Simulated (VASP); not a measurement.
The system is AlP (l.bA).

```
Al P
1.0
     0.00000    2.73500    2.73500
     2.73500    0.00000    2.73500
     2.73500    2.73500    0.00000
Al P
1 1
Cartesian
  0.0000 0.0000 0.0000
  1.3675 1.3675 1.3675
```

* Program: VASP 6.6.1
* Task: relaxation of cell and atoms
* Functional: LDA
* Potentials or basis: VASP PAW LDA potentials, release 64 (Al, P)
* Cutoff: 500 eV
* k mesh: 8 × 8 × 8
* Occupations: gaussian, width 0.02 eV
* Spin: no spin polarisation

At the start: pressure -1.7 GPa; volume 20.46 Å³/atom.

Q: Where does the relaxation end?

A: Over 3 steps the energy falls by 2.1 meV/atom and the volume is 20.07 Å³/atom (-1.9 %); space group F-43m (No. 216, to 0.05 Å).

The path:
| step | energy change (eV) | largest force (eV/Å) | pressure (GPa) | volume (Å³) |
| --- | --- | --- | --- | --- |
| 1 | 0.0000 | 0.0000 | -1.67 | 40.92 |
| 2 | -0.0026 | 0.0000 | 1.09 | 39.66 |
| 3 | -0.0041 | 0.0000 | 0.00 | 40.14 |

Final structure:
```xyz
2
Lattice="0.0000 2.7175 2.7175 2.7175 0.0000 2.7175 2.7175 2.7175 0.0000" Properties=species:S:1:pos:R:3 pbc="T T T"
Al    0.0000    0.0000    0.0000
P     1.3587    1.3587    1.3587
```
